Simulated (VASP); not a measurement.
# Zn (P6_3/mmc) in VASP: single point with LDA

Aim: the single point of Zn with LDA.

All numbers are computed with VASP 6.6.1; they aren't measurements. Logs are shortened: lines on timing, memory, paths and dates and some standing lists are left out, and cuts for length are marked.

## (1) The cell of the first run

It takes space group P6_3/mmc (No. 194, hexagonal). Conventional cell: a = 2.552 Å, b = 2.552 Å, c = 4.460 Å, α = 90.00°, β = 90.00°, γ = 120.00°. Within 3.4 Å of Zn (site symmetry -6m2) lie 12 Zn at 2.55 to 2.67 Å.

## (2) Single point, LDA

Input file INCAR:

```
ALGO     = Fast           # electronic algorithm
EDIFF    = 1E-6           # SCF threshold, eV
ENCUT    = 520            # plane-wave cutoff, eV
ISIF     = 2              # what is computed and relaxed
ISMEAR   = 0              # smearing method
LASPH    = True           # aspherical terms in the spheres
LCHARG   = False          # write CHGCAR
LREAL    = False          # projectors in reciprocal space
LWAVE    = False          # write WAVECAR
NBANDS   = 19             # bands
NELM     = 80             # most SCF steps
PREC     = Accurate       # precision mode
SIGMA    = 0.1            # smearing width, eV
```

Input file KPOINTS:

```
k-points
0
Gamma
  57 57 28
```

Input file POSCAR:

```
Zn
1.0
    2.5516632158      0.0000000000      0.0000000000
   -1.2758316079      2.2098051667      0.0000000000
    0.0000000000      0.0000000000      4.4603722745
Zn
2
Direct
    0.3333333333      0.6666666667      0.2500000000
    0.6666666667      0.3333333333      0.7500000000
```

Potentials or basis: VASP PAW LDA potentials, release 64 (Zn).

Launch:

```sh
> cat potpaw_LDA.64/Zn/POTCAR > POTCAR
> mpirun -np 1 vasp_std > vasp.out
```

OUTCAR:

```text
EDIFF = 1E-6
   ENCUT = 520
   ISIF = 2
   ISMEAR = 0
   LASPH = True
   LREAL = False
   NELM = 80
   PREC = Accurate

 ion  position               nearest neighbor table
   1  0.333  0.667  0.250-   2 2.67   2 2.67   2 2.67   2 2.67   2 2.67   2 2.67
   2  0.667  0.333  0.750-   1 2.67   1 2.67   1 2.67   1 2.67   1 2.67   1 2.67

  LATTYP: Found a hexagonal cell.
 ALAT       =     2.5516632158
 C/A-ratio  =     1.7480254631

  Lattice vectors:

 A1 = (   2.5516632158,   0.0000000000,   0.0000000000)
 A2 = (  -1.2758316079,   2.2098051667,   0.0000000000)
 A3 = (   0.0000000000,   0.0000000000,   4.4603722745)

Analysis of symmetry for initial positions (statically):
=====================================================================
 Subroutine PRICEL returns:
 Original cell was already a primitive cell.

 Routine SETGRP: Setting up the symmetry group for a
 hexagonal supercell.

 Subroutine GETGRP returns: Found 24 space group operations
 (whereof 12 operations were pure point group operations)
 out of a pool of 24 trial point group operations.

The static configuration has the point symmetry D_3d.
 The point group associated with its full space group is D_6h.

Analysis of symmetry for dynamics (positions and initial velocities):
=====================================================================
 Subroutine PRICEL returns:
 Original cell was already a primitive cell.

 Routine SETGRP: Setting up the symmetry group for a
 hexagonal supercell.

 Subroutine GETGRP returns: Found 24 space group operations
 (whereof 12 operations were pure point group operations)
 out of a pool of 24 trial point group operations.

The dynamic configuration has the point symmetry D_3d.
 The point group associated with its full space group is D_6h.

 Subroutine INISYM returns: Found 24 space group operations
 (whereof 12 operations are pure point group operations),
 and found     1 'primitive' translations

----------------------------------------------------------------------------------------

                                     Primitive cell

  volume of cell :      25.1506

  direct lattice vectors                    reciprocal lattice vectors
     2.551663216  0.000000000  0.000000000     0.391901248  0.226264291  0.000000000
    -1.275831608  2.209805167  0.000000000     0.000000000  0.452528583  0.000000000
     0.000000000  0.000000000  4.460372275     0.000000000  0.000000000  0.224196533

  length of vectors
     2.551663216  2.551663216  4.460372275     0.452528583  0.452528583  0.224196533

  position of ions in fractional coordinates (direct lattice)
     0.333333333  0.666666667  0.250000000
     0.666666667  0.333333333  0.750000000

  ion indices of the primitive-cell ions
   primitive index   ion index
                 1           1
                 2           2

----------------------------------------------------------------------------------------

 KPOINTS: k-points

Automatic generation of k-mesh.
 Grid dimensions read from file:
 generate k-points for:   57   57   28

 Generating k-lattice:

  Cartesian coordinates                     Fractional coordinates (reciprocal lattice)
     0.006875460  0.003969549  0.000000000     0.017543860 -0.000000000  0.000000000
     0.000000000  0.007939098  0.000000000     0.000000000  0.017543860  0.000000000
     0.000000000  0.000000000  0.008007019     0.000000000  0.000000000  0.035714286

  Length of vectors
     0.007939098  0.007939098  0.008007019

  Shift w.r.t. Gamma in fractional coordinates (k-lattice)
     0.000000000  0.000000000  0.000000000

 Subroutine IBZKPT returns following result:
 ===========================================

 Found   4500 irreducible k-points:

 Following reciprocal coordinates:
            Coordinates               Weight
  0.000000  0.000000  0.000000      1.000000
  0.017544  0.000000  0.000000      6.000000
  0.035088  0.000000  0.000000      6.000000
  0.052632 -0.000000  0.000000      6.000000
  0.070175  0.000000  0.000000      6.000000
  0.087719 -0.000000  0.000000      6.000000
[... 16 lines left out ...]
  0.385965 -0.000000  0.000000      6.000000
  0.403509 -0.000000  0.000000      6.000000
 [... further k-points ...]
   k-points           NKPTS =   4500   k-points in BZ     NKDIM =   4500   number of bands    NBANDS=     19
   number of dos      NEDOS =    301   number of ions     NIONS =      2
   total plane-waves  NPLWV =  14400
   dimension x,y,z NGX =    20 NGY =   20 NGZ =   36
   dimension x,y,z NGXF=    40 NGYF=   40 NGZF=   72
   ions per type =               2
   NGX,Y,Z   is equivalent  to a cutoff of  13.03, 13.03, 13.42 a.u.
   NGXF,Y,Z  is equivalent  to a cutoff of  26.06, 26.06, 26.84 a.u.
 SYSTEM =  unknown system
   PREC   = accura    normal or accurate (medium, high low for compatibility)
   ISTART =      0    job   : 0-new  1-cont  2-samecut
   ICHARG =      2    charge: 1-file 2-atom 10-const
   ISPIN  =      1    spin polarized calculation?
   LNONCOLLINEAR =      F non collinear calculations
   LSORBIT =      F    spin-orbit coupling
   LASPH  =      T    aspherical Exc in radial PAW
   ENCUT  =  520.0 eV  38.22 Ry    6.18 a.u.   4.74  4.74  8.29*2*pi/ulx,y,z
   NELM   =     80;   NELMIN=  2; NELMDL= -5     # of ELM steps
   EDIFF  = 0.1E-05   stopping-criterion for ELM
   LREAL  =      F    real-space projection
[... 7 lines left out ...]
   TEBEG  =    0.0;   TEEND  =   0.0 temperature during run
   PSTRESS=    0.0 pullay stress
   NELECT =      24.0000    total number of electrons
   NUPDOWN=      -1.0000    fix difference up-down
   EMIN   =  10.00;   EMAX   =-10.00  energy-range for DOS
   EFERMI =   0.00;   METHOD = LEGACY
   ISMEAR =     0;   SIGMA  =   0.10  broadening in eV -4-tet -1-fermi 0-gaus
   EFERMI_NEDOS =   21; number of points for ismear=-14 and -15
   IALGO  =     68    algorithm
   IMIX   =      4    mixing-type and parameters
     AMIX     =   0.40;   BMIX     =  1.00
     AMIX_MAG =   1.60;   BMIX_MAG =  1.00
  volume/ion in A,a.u.               =      12.58        84.86
  Fermi-wavevector in a.u.,A,eV,Ry     =   1.611743  3.045752 35.344060  2.597715
  Thomas-Fermi vector in A             =   2.707084
   LORBIT       =      0    0 simple, 1 ext, 2 COOP (PROOUT), +10 PAW based schemes
   GGA     = CA    functional components
   LHFCALC =     F    Hartree Fock is set to
   AEXX    =    0.0000 exact exchange contribution
   IVDW    =     0    specifies the selected vdW correction
   LEPSILON=     F    determine dielectric tensor
   LRPA    =     F    only Hartree local field effects (RPA)
 non-spin polarized calculation
 RMM-DIIS sequential band-by-band and
 Gauss-broadening in eV      SIGMA  =   0.10
  energy-cutoff  :      520.00
  volume of cell :       25.15
 maximum number of plane-waves:       695
 NGX is ok and might be reduce to    20
   NGX =  9   NGY =  9   NGZ = 17

 number of electron      23.9999993 magnetization

 Free energy of the ion-electron system (eV)
  ---------------------------------------------------
  ext. energy  EPLUGINS =         0.00000000
  ---------------------------------------------------
  free energy    TOTEN  =        -3.70078629 eV

  energy without entropy =       -3.69912759  energy(sigma->0) =       -3.69995694

 E-fermi :   4.5260     XC(G=0): -12.9443

 val. band max:        4.5251986003   @ k =   0.2281   0.1053   0.0357
 cond. band min:       4.5265270930   @ k =   0.2807   0.2807   0.2857
 fundamental gap:      0.0013284927
 Fermi energy:         4.5260150414

 k-point     1 :       0.0000    0.0000    0.0000
  band No.  band energies     occupation
      1      -7.6319      2.00000
      2      -5.1393      2.00000
      3      -4.1190      2.00000
      4      -3.9109      2.00000
      5      -3.9109      2.00000
      6      -3.8148      2.00000
[... 11 lines left out ...]
     18      24.8038      0.00000
     19      24.8051      0.00000

 k-point     2 :       0.0175    0.0000    0.0000
  band No.  band energies     occupation
      1      -7.6219      2.00000
      2      -5.1347      2.00000
      3      -4.1184      2.00000
      4      -3.9116      2.00000
      5      -3.9082      2.00000
      6      -3.8161      2.00000
[... 11 lines left out ...]
     18      24.9667      0.00000
     19      25.2709      0.00000

 k-point     3 :       0.0351    0.0000    0.0000
  band No.  band energies     occupation
      1      -7.5920      2.00000
      2      -5.1209      2.00000
      3      -4.1169      2.00000
      4      -3.9134      2.00000
      5      -3.8999      2.00000
      6      -3.8199      2.00000
[... 11 lines left out ...]
     18      25.3485      0.00000
     19      25.8689      0.00000

 k-point     4 :       0.0526   -0.0000    0.0000
  band No.  band energies     occupation
      1      -7.5423      2.00000
      2      -5.0982      2.00000
      3      -4.1149      2.00000
      4      -3.9157      2.00000
      5      -3.8862      2.00000
      6      -3.8259      2.00000
[... 11 lines left out ...]
     18      25.8537      0.00000
     19      26.0708      0.00000

 k-point     5 :       0.0702    0.0000    0.0000
  band No.  band energies     occupation
      1      -7.4730      2.00000
      2      -5.0672      2.00000
      3      -4.1134      2.00000
      4      -3.9178      2.00000
      5      -3.8671      2.00000
      6      -3.8336      2.00000
[... 11 lines left out ...]
     18      25.8735      0.00000
     19      26.3382      0.00000
[... 334 lines left out ...]
      2      -4.7542      2.00000
      3      -4.4818      2.00000
      4      -3.8724      2.00000
      5      -3.7832      2.00000
      6      -3.7667      2.00000
[... 11 lines left out ...]
     18      20.1860      0.00000
     19      22.9010      0.00000

 k-point    22 :       0.3684   -0.0000    0.0000
  band No.  band energies     occupation
      1      -4.9288      2.00000
      2      -4.7726      2.00000
      3      -4.5222      2.00000
      4      -3.8436      2.00000
      5      -3.8032      2.00000
      6      -3.7801      2.00000
[... 11 lines left out ...]
     18      20.0954      0.00000
     19      22.6875      0.00000

 k-point    23 :       0.3860   -0.0000    0.0000
  band No.  band energies     occupation
      1      -4.9046      2.00000
      2      -4.7873      2.00000
      3      -4.5574      2.00000
      4      -3.8212      2.00000
      5      -3.8168      2.00000
      6      -3.7921      2.00000
[... 11 lines left out ...]
     18      20.0168      0.00000
     19      22.4996      0.00000

 k-point    24 :       0.4035   -0.0000    0.0000
  band No.  band energies     occupation
      1      -4.8954      2.00000
      2      -4.7972      2.00000
      3      -4.5876      2.00000
      4      -3.8370      2.00000
      5      -3.8026      2.00000
      6      -3.7929      2.00000
[... 11 lines left out ...]
     18      19.9498      0.00000
     19      22.3371      0.00000

 [... further k-points ...]

------------------------ aborting loop because EDIFF is reached ----------------------------------------

  FORCE on cell =-STRESS in cart. coord.  units (eV):
  Direction    XX          YY          ZZ          XY          YZ          ZX
  --------------------------------------------------------------------------------------
  -------------------------------------------------------------------------------------
  Total        1.5411702      1.5411702      1.4977000      0.0000000     -0.0000000      0.0000000
  in kB       98.1776774     98.1776774     95.4084801      0.0000000     -0.0000000      0.0000000
  external PRESSURE =      97.2546116 kB  Pullay stress =       0.0000000 kB

 VOLUME and BASIS-vectors are now :
 -----------------------------------------------------------------------------
  energy-cutoff  :      520.00
  volume of cell :       25.15
      direct lattice vectors                 reciprocal lattice vectors
     2.551663216  0.000000000  0.000000000     0.391901248  0.226264291  0.000000000
    -1.275831608  2.209805167  0.000000000     0.000000000  0.452528583  0.000000000
     0.000000000  0.000000000  4.460372275     0.000000000  0.000000000  0.224196533

 POSITION                                       TOTAL-FORCE (eV/Angst)
 -----------------------------------------------------------------------------------
     -0.00000      1.47320      1.11509         0.000000     -0.000000      0.000000
      1.27583      0.73660      3.34528        -0.000000      0.000000      0.000000
 -----------------------------------------------------------------------------------
    total drift:                               -0.000000      0.000000     -0.000000

  FREE ENERGIE OF THE ION-ELECTRON SYSTEM (eV)
  ---------------------------------------------------
  free  energy   TOTEN  =        -3.7007862868 eV

  energy  without entropy=       -3.6991275931  energy(sigma->0) =       -3.69995694
```

It took 33 min on 1 thread of Oxide Virtual Turin-like, shared host; peak memory 1.6 GiB.

What came out:

```yaml
Free_energy: -3.7008 eV
Pressure: 9.7 GPa
Band_gap_on_the_k_mesh: zero (bands 12 and 13 overlap by 3.93 eV)
```

Caveat: the cell stands under pressure.
